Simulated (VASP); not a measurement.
# WSe2 in VASP: notebook

The runs below take WSe2 through single point, with PBEsol+D3(BJ).

Everything below comes from runs of VASP 6.6.1. Logs are shortened: lines on timing, memory, paths and dates and some standing lists are left out, and cuts for length are marked.

**1. The cell of the first run**

The cell holds a slab with vacuum, 3 atoms: a = 3.363 Å, b = 3.363 Å, c = 16.211 Å, α = 90.00°, β = 90.00°, γ = 120.00°.

**2. Single point, PBEsol+D3(BJ)**

INCAR reads:

```
SYSTEM = WSe2
  PREC = Accurate
  ENCUT = 520
  EDIFF = 1E-7
  ISMEAR = 0
  SIGMA = 0.05
  LREAL = .False.
  LASPH = .True.
  NELM = 60
  ALGO = Normal
  ISIF = 2
  LWAVE = .False.
  LCHARG = .False.
  GGA = PS
  IVDW = 12
  NBANDS = 20
```

KPOINTS reads:

```
regular mesh
0
Gamma
  12 12 2
  0 0 0
```

POSCAR reads:

```
WSe2
1.0
    3.3633944417      0.0000000000      0.0000000000
   -1.6816972209      2.9127850294      0.0000000000
    0.0000000000      0.0000000000     16.2109099311
W Se
1 2
Direct
    0.0000000000      0.0000000000      0.0000000000
    0.3333333333      0.6666666667      0.0997865200
    0.3333333333      0.6666666667      0.9002134800
```

Potentials or basis: VASP PAW PBE potentials, release 64 (W_sv, Se).

The run is started by

```
$ cat potpaw_PBE.64/W_sv/POTCAR potpaw_PBE.64/Se/POTCAR > POTCAR
$ mpirun -np 1 vasp_std > vasp.out
```

OUTCAR:

```text
SYSTEM = WSe2
   PREC = Accurate
   ENCUT = 520
   EDIFF = 1E-7
   ISMEAR = 0
   LREAL = .False.
   LASPH = .True.
   NELM = 60
   ISIF = 2
   GGA = PS
   IVDW = 12
 IVDW          = 12

 ion  position               nearest neighbor table
   1  0.000  0.000  0.000-   2 2.53   3 2.53   2 2.53   3 2.53   2 2.53   3 2.53
   2  0.333  0.667  0.100-   1 2.53   1 2.53   1 2.53
   3  0.333  0.667  0.900-   1 2.53   1 2.53   1 2.53

  LATTYP: Found a hexagonal cell.
 ALAT       =     3.3633944417
 C/A-ratio  =     4.8198063629

  Lattice vectors:

 A1 = (   3.3633944417,   0.0000000000,   0.0000000000)
 A2 = (  -1.6816972209,   2.9127850294,   0.0000000000)
 A3 = (   0.0000000000,   0.0000000000,  16.2109099311)

Analysis of symmetry for initial positions (statically):
=====================================================================
 Subroutine PRICEL returns:
 Original cell was already a primitive cell.

 Routine SETGRP: Setting up the symmetry group for a
 hexagonal supercell.

 Subroutine GETGRP returns: Found 12 space group operations
 (whereof 12 operations were pure point group operations)
 out of a pool of 24 trial point group operations.

The static configuration has the point symmetry D_3h.

Analysis of symmetry for dynamics (positions and initial velocities):
=====================================================================
 Subroutine PRICEL returns:
 Original cell was already a primitive cell.

 Routine SETGRP: Setting up the symmetry group for a
 hexagonal supercell.

 Subroutine GETGRP returns: Found 12 space group operations
 (whereof 12 operations were pure point group operations)
 out of a pool of 24 trial point group operations.

The dynamic configuration has the point symmetry D_3h.

 Subroutine INISYM returns: Found 12 space group operations
 (whereof 12 operations are pure point group operations),
 and found     1 'primitive' translations

----------------------------------------------------------------------------------------

                                     Primitive cell

  volume of cell :     158.8158

  direct lattice vectors                    reciprocal lattice vectors
     3.363394442  0.000000000  0.000000000     0.297318681  0.171657021  0.000000000
    -1.681697221  2.912785029  0.000000000     0.000000000  0.343314041  0.000000000
     0.000000000  0.000000000 16.210909931     0.000000000  0.000000000  0.061686852

  length of vectors
     3.363394442  3.363394442 16.210909931     0.343314041  0.343314041  0.061686852

  position of ions in fractional coordinates (direct lattice)
     0.000000000  0.000000000  0.000000000
     0.333333333  0.666666667  0.099786520
     0.333333333  0.666666667  0.900213480

  ion indices of the primitive-cell ions
   primitive index   ion index
                 1           1
                 2           2
                 3           3

----------------------------------------------------------------------------------------

 KPOINTS: regular mesh

Automatic generation of k-mesh.
 Grid dimensions read from file:
 generate k-points for:   12   12    2

 Generating k-lattice:

  Cartesian coordinates                     Fractional coordinates (reciprocal lattice)
     0.024776557  0.014304752  0.000000000     0.083333333 -0.000000000  0.000000000
     0.000000000  0.028609503  0.000000000     0.000000000  0.083333333  0.000000000
     0.000000000  0.000000000  0.030843426     0.000000000  0.000000000  0.500000000

  Length of vectors
     0.028609503  0.028609503  0.030843426

  Shift w.r.t. Gamma in fractional coordinates (k-lattice)
     0.000000000  0.000000000  0.000000000

 Subroutine IBZKPT returns following result:
 ===========================================

 Found     38 irreducible k-points:

 Following reciprocal coordinates:
            Coordinates               Weight
  0.000000  0.000000  0.000000      1.000000
  0.083333 -0.000000  0.000000      6.000000
  0.166667 -0.000000  0.000000      6.000000
  0.250000 -0.000000  0.000000      6.000000
  0.333333 -0.000000  0.000000      6.000000
  0.416667  0.000000  0.000000      6.000000
[... 16 lines left out ...]
  0.250000 -0.000000  0.500000      6.000000
  0.333333 -0.000000  0.500000      6.000000
 [... further k-points ...]
   k-points           NKPTS =     38   k-points in BZ     NKDIM =     38   number of bands    NBANDS=     20
   number of dos      NEDOS =    301   number of ions     NIONS =      3
   total plane-waves  NPLWV =  98784
   dimension x,y,z NGX =    28 NGY =   28 NGZ =  126
   dimension x,y,z NGXF=    56 NGYF=   56 NGZF=  252
   ions per type =               1   2
   NGX,Y,Z   is equivalent  to a cutoff of  13.84, 13.84, 12.92 a.u.
   NGXF,Y,Z  is equivalent  to a cutoff of  27.68, 27.68, 25.84 a.u.
 SYSTEM =  WSe2
   PREC   = accura    normal or accurate (medium, high low for compatibility)
   ISTART =      0    job   : 0-new  1-cont  2-samecut
   ICHARG =      2    charge: 1-file 2-atom 10-const
   ISPIN  =      1    spin polarized calculation?
   LNONCOLLINEAR =      F non collinear calculations
   LSORBIT =      F    spin-orbit coupling
   LASPH  =      T    aspherical Exc in radial PAW
   ENCUT  =  520.0 eV  38.22 Ry    6.18 a.u.   6.25  6.25 30.14*2*pi/ulx,y,z
   NELM   =     60;   NELMIN=  2; NELMDL= -5     # of ELM steps
   EDIFF  = 0.1E-06   stopping-criterion for ELM
   LREAL  =      F    real-space projection
   EDIFFG = 0.1E-05   stopping-criterion for IOM
   NSW    =      0    number of steps for IOM
   IBRION =     -1    ionic relax: 0-MD 1-quasi-New 2-CG
   NFREE  =      0    steps in history (QN), initial steepest desc. (CG)
   ISIF   =      2    stress and relaxation
   ISYM   =      2    0-nonsym 1-usesym 2-fastsym
   POTIM  = 0.5000    time-step for ionic-motion
   TEBEG  =    0.0;   TEEND  =   0.0 temperature during run
   PSTRESS=    0.0 pullay stress
   NELECT =      26.0000    total number of electrons
   NUPDOWN=      -1.0000    fix difference up-down
   EMIN   =  10.00;   EMAX   =-10.00  energy-range for DOS
   EFERMI =   0.00;   METHOD = LEGACY
   ISMEAR =     0;   SIGMA  =   0.05  broadening in eV -4-tet -1-fermi 0-gaus
   EFERMI_NEDOS =   21; number of points for ismear=-14 and -15
   IALGO  =     38    algorithm
   IMIX   =      4    mixing-type and parameters
     AMIX     =   0.40;   BMIX     =  1.00
     AMIX_MAG =   1.60;   BMIX_MAG =  1.00
  volume/ion in A,a.u.               =      52.94       357.25
  Fermi-wavevector in a.u.,A,eV,Ry     =   0.895574  1.692389 10.912587  0.802053
  Thomas-Fermi vector in A             =   2.017923
   LORBIT       =      0    0 simple, 1 ext, 2 COOP (PROOUT), +10 PAW based schemes
   GGA     = PS    functional components
   LHFCALC =     F    Hartree Fock is set to
   AEXX    =    0.0000 exact exchange contribution
   IVDW    =    12    specifies the selected vdW correction
   LEPSILON=     F    determine dielectric tensor
   LRPA    =     F    only Hartree local field effects (RPA)
 non-spin polarized calculation
 Gauss-broadening in eV      SIGMA  =   0.05
  energy-cutoff  :      520.00
  volume of cell :      158.82
 maximum number of plane-waves:      4321
 NGX is ok and might be reduce to    28
   NGX = 13   NGY = 13   NGZ = 61

 number of electron      26.0000001 magnetization

 Free energy of the ion-electron system (eV)
  ---------------------------------------------------
  ext. energy  EPLUGINS =         0.00000000
  ---------------------------------------------------
  free energy    TOTEN  =       -23.16157343 eV

  energy without entropy =      -23.16157343  energy(sigma->0) =      -23.16157343

 E-fermi :  -0.8142     XC(G=0):  -4.8128

 val. band max:       -1.0541906647   @ k =   0.0000   0.0000   0.5000
 cond. band min:       0.2313287324   @ k =   0.3333   0.3333   0.5000
 fundamental gap:      1.2855193971
 Fermi energy:        -0.8142379958

 k-point     1 :       0.0000    0.0000    0.0000
  band No.  band energies     occupation
      1     -75.0433      2.00000
      2     -39.2516      2.00000
      3     -39.1973      2.00000
      4     -39.1973      2.00000
      5     -15.7454      2.00000
      6     -14.3277      2.00000
[... 12 lines left out ...]
     19       4.1189      0.00000
     20       4.1774      0.00000

 k-point     2 :       0.0833   -0.0000    0.0000
  band No.  band energies     occupation
      1     -75.0427      2.00000
      2     -39.2491      2.00000
      3     -39.2101      2.00000
      4     -39.2003      2.00000
      5     -15.6479      2.00000
      6     -14.2843      2.00000
[... 12 lines left out ...]
     19       4.3106      0.00000
     20       4.4077      0.00000

 k-point     3 :       0.1667   -0.0000    0.0000
  band No.  band energies     occupation
      1     -75.0414      2.00000
      2     -39.2450      2.00000
      3     -39.2423      2.00000
      4     -39.2085      2.00000
      5     -15.3692      2.00000
      6     -14.1609      2.00000
[... 12 lines left out ...]
     19       4.6761      0.00000
     20       5.2019      0.00000

 k-point     4 :       0.2500   -0.0000    0.0000
  band No.  band energies     occupation
      1     -75.0395      2.00000
      2     -39.2924      2.00000
      3     -39.2331      2.00000
      4     -39.2196      2.00000
      5     -14.9536      2.00000
      6     -13.9791      2.00000
[... 12 lines left out ...]
     19       5.2259      0.00000
     20       5.7438      0.00000

 k-point     5 :       0.3333   -0.0000    0.0000
  band No.  band energies     occupation
      1     -75.0376      2.00000
      2     -39.3392      2.00000
      3     -39.2308      2.00000
      4     -39.2238      2.00000
      5     -14.4829      2.00000
      6     -13.7785      2.00000
[... 12 lines left out ...]
     19       5.5509      0.00000
     20       5.8194      0.00000

 k-point     6 :       0.4167    0.0000    0.0000
  band No.  band energies     occupation
      1     -75.0362      2.00000
      2     -39.3733      2.00000
      3     -39.2389      2.00000
      4     -39.2170      2.00000
      5     -14.0876      2.00000
      6     -13.6167      2.00000
[... 12 lines left out ...]
     19       5.9559      0.00000
     20       6.0600      0.00000

 k-point     7 :       0.5000   -0.0000    0.0000
  band No.  band energies     occupation
      1     -75.0357      2.00000
      2     -39.3857      2.00000
      3     -39.2419      2.00000
      4     -39.2145      2.00000
      5     -13.9281      2.00000
      6     -13.5536      2.00000
[... 12 lines left out ...]
     19       6.1092      0.00000
     20       6.2420      0.00000
[... 277 lines left out ...]
 k-point    20 :       0.0000    0.0000    0.5000
  band No.  band energies     occupation
      1     -75.0432      2.00000
      2     -39.2516      2.00000
      3     -39.1973      2.00000
      4     -39.1973      2.00000
      5     -15.7454      2.00000
      6     -14.3277      2.00000
[... 12 lines left out ...]
     19       3.8459      0.00000
     20       4.4537      0.00000

 k-point    21 :       0.0833   -0.0000    0.5000
  band No.  band energies     occupation
      1     -75.0428      2.00000
      2     -39.2491      2.00000
      3     -39.2101      2.00000
      4     -39.2003      2.00000
      5     -15.6479      2.00000
      6     -14.2843      2.00000
[... 12 lines left out ...]
     19       3.9761      0.00000
     20       4.7226      0.00000

 k-point    22 :       0.1667   -0.0000    0.5000
  band No.  band energies     occupation
      1     -75.0414      2.00000
      2     -39.2450      2.00000
      3     -39.2423      2.00000
      4     -39.2085      2.00000
      5     -15.3692      2.00000
      6     -14.1609      2.00000
[... 12 lines left out ...]
     19       4.3461      0.00000
     20       5.5602      0.00000

 k-point    23 :       0.2500   -0.0000    0.5000
  band No.  band energies     occupation
      1     -75.0395      2.00000
      2     -39.2924      2.00000
      3     -39.2331      2.00000
      4     -39.2196      2.00000
      5     -14.9536      2.00000
      6     -13.9791      2.00000
[... 12 lines left out ...]
     19       4.9285      0.00000
     20       6.0758      0.00000

 k-point    24 :       0.3333   -0.0000    0.5000
  band No.  band energies     occupation
      1     -75.0376      2.00000
      2     -39.3392      2.00000
      3     -39.2308      2.00000
      4     -39.2238      2.00000
      5     -14.4829      2.00000
      6     -13.7785      2.00000
[... 12 lines left out ...]
     19       5.6389      0.00000
     20       5.6510      0.00000

 [... further k-points ...]

------------------------ aborting loop because EDIFF is reached ----------------------------------------

 Edisp (eV)   -0.82316

 E8    (eV) :    -0.5720

  FORCE on cell =-STRESS in cart. coord.  units (eV):
  Direction    XX          YY          ZZ          XY          YZ          ZX
  --------------------------------------------------------------------------------------
  -------------------------------------------------------------------------------------
  Total      -2.62416    -2.62416     1.18854     0.00000     0.00000     0.00000
  in kB     -26.47321   -26.47321    11.99029     0.00000     0.00000     0.00000
  external pressure =      -13.65 kB  Pullay stress =        0.00 kB

 VOLUME and BASIS-vectors are now :
 -----------------------------------------------------------------------------
  energy-cutoff  :      520.00
  volume of cell :      158.82
      direct lattice vectors                 reciprocal lattice vectors
     3.363394442  0.000000000  0.000000000     0.297318681  0.171657021  0.000000000
    -1.681697221  2.912785029  0.000000000     0.000000000  0.343314041  0.000000000
     0.000000000  0.000000000 16.210909931     0.000000000  0.000000000  0.061686852

 POSITION                                       TOTAL-FORCE (eV/Angst)
 -----------------------------------------------------------------------------------
      0.00000      0.00000      0.00000        -0.000000      0.000000      0.000000
     -0.00000      1.94186      1.61763         0.000000      0.000000      0.377773
     -0.00000      1.94186     14.59328         0.000000     -0.000000     -0.377773
 -----------------------------------------------------------------------------------
    total drift:                                0.000000     -0.000000     -0.000000

  FREE ENERGIE OF THE ION-ELECTRON SYSTEM (eV)
  ---------------------------------------------------
  free  energy   TOTEN  =       -23.9847337620 eV

  energy  without entropy=      -23.9847337620  energy(sigma->0) =      -23.98473376
```

Run time: 95 s. Hardware: 1 thread of Intel Xeon 6975P-C (Granite Rapids), shared host; peak memory 0.37 GiB.

What came out:

| Item | Value |
| --- | --- |
| Free energy | -23.9847 eV |
| Largest force | 0.378 eV/Å |
| Band gap on the k mesh | 1.29 eV, indirect (least direct gap 1.30 eV) |
| Dispersion energy per atom | -0.274 eV |

Forces in eV/Å, atoms in the order of the input:
```
W    0.000  0.000  0.000
Se   0.000  0.000  0.378
Se   0.000  0.000 -0.378
```

Caveat: the PAW data sets were made with another functional, which shifts forces and pressure a little; spin-orbit coupling is left out, which moves the levels of the heavy elements.

(Part 1 of 2 ends here.)
